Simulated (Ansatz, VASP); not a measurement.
**One calculation of WSe2, two programs**

Contents of POSCAR:

```
WSe2
1.0
    3.3153441874      0.0000000000      0.0000000000
   -1.6576720937      2.8711722886      0.0000000000
    0.0000000000      0.0000000000      6.5191986732
W Se
1 2
Direct
    0.0000000000      0.0000000000      0.0000000000
    0.3333333333      0.6666666667      0.2571683820
    0.6666666667      0.3333333333      0.7428316180
```

Contents of INCAR.step1:

```
SYSTEM = WSe2
ALGO     = Normal         ! electronic algorithm
EDIFF    = 1E-4           ! SCF threshold, eV
ENCUT    = 520            ! plane-wave cutoff, eV
GGA      = PE             ! functional
ISMEAR   = 1              ! smearing method
LASPH    = .TRUE.         ! aspherical terms in the spheres
LCHARG   = .FALSE.        ! write CHGCAR
LREAL    = .FALSE.        ! projectors in reciprocal space
LWAVE    = .TRUE.         ! write WAVECAR
NBANDS   = 20             ! bands
NELM     = 100            ! most SCF steps
PREC     = Accurate       ! precision mode
SIGMA    = 0.001          ! smearing width, eV
```

File INCAR.step2:

```
SYSTEM = WSe2
ALGO     = Normal         ! electronic algorithm
EDIFF    = 1E-6           ! SCF threshold, eV
ENCUT    = 520            ! plane-wave cutoff, eV
ISIF     = 2              ! what is computed and relaxed
ISMEAR   = 1              ! smearing method
ISTART   = 1            
LASPH    = .TRUE.         ! aspherical terms in the spheres
LCHARG   = .TRUE.         ! write CHGCAR
LELF     = .TRUE.         ! ELF
LMIXTAU  = .TRUE.       
LREAL    = .FALSE.        ! projectors in reciprocal space
LVHAR    = .TRUE.       
LWAVE    = .FALSE.        ! write WAVECAR
METAGGA  = R2SCAN         ! meta-GGA
NBANDS   = 20             ! bands
NELM     = 100            ! most SCF steps
PREC     = Accurate       ! precision mode
SIGMA    = 0.001          ! smearing width, eV
```

The input KPOINTS:

```
k-points
0
G
  6 6 4
  0 0 0
```

Input for Ansatz:

```yaml
crystal:
  lattice:
    - [3.3153441874, 0.0, 0.0]
    - [-1.6576720937, 2.8711722886, 0.0]
    - [0.0, 0.0, 6.5191986732]
  atoms:
    - { symbol: W, position: [0.0, 0.0, 0.0] }
    - { symbol: Se, position: [0.3333333333, 0.6666666667, 0.257168382] }
    - { symbol: Se, position: [0.6666666667, 0.3333333333, 0.742831618] }
kpoints:
  mp_grid: { grid: [6, 6, 4] }
hamiltonian:
  xc: r2scan
scf:
  occupations: { method: cold, width: 0.001 }
  n_extra_bands: 4
output:
  forces: true
  stress: true
  eigenvalues: true
```

Alike in both runs: task single point; functional r2SCAN; k mesh 6 × 6 × 4; no spin polarisation.

|  | VASP | Ansatz |
| --- | --- | --- |
| version | VASP 6.6.1 | Ansatz 0.2.0 |
| potentials or method | VASP PAW PBE potentials, release 64 (W_sv, Se) | plane waves |
| plane-wave cutoff (eV) | 520 | 500 |
| occupations | methfessel-paxton of order 1, width 0.001 eV | cold, width 0.001 eV |
| valence electrons in the cell | 26 | 46 |

VASP gave:

```
pressure (GPa)                                                : 1.8
traceless stress, the component that is largest in VASP (GPa) : -0.59
rms of the force components (eV/Å)                            : 0.038
```

Estimate Ansatz's values.

pressure (GPa): 1.5; traceless stress, the component that is largest in VASP (GPa): -0.59; rms of the force components (eV/Å): 0.054.

VASP's potentials were made for PBE, not for r2SCAN. Atom by atom the forces differ by 0.016 eV/Å (rms over components). VASP's potentials hold 26 valence electrons a cell and Ansatz's 46, so a difference there can come from the potentials and not from the codes.

The k mesh is coarse, so the values compare programs but aren't converged. Spin-orbit coupling is off throughout.
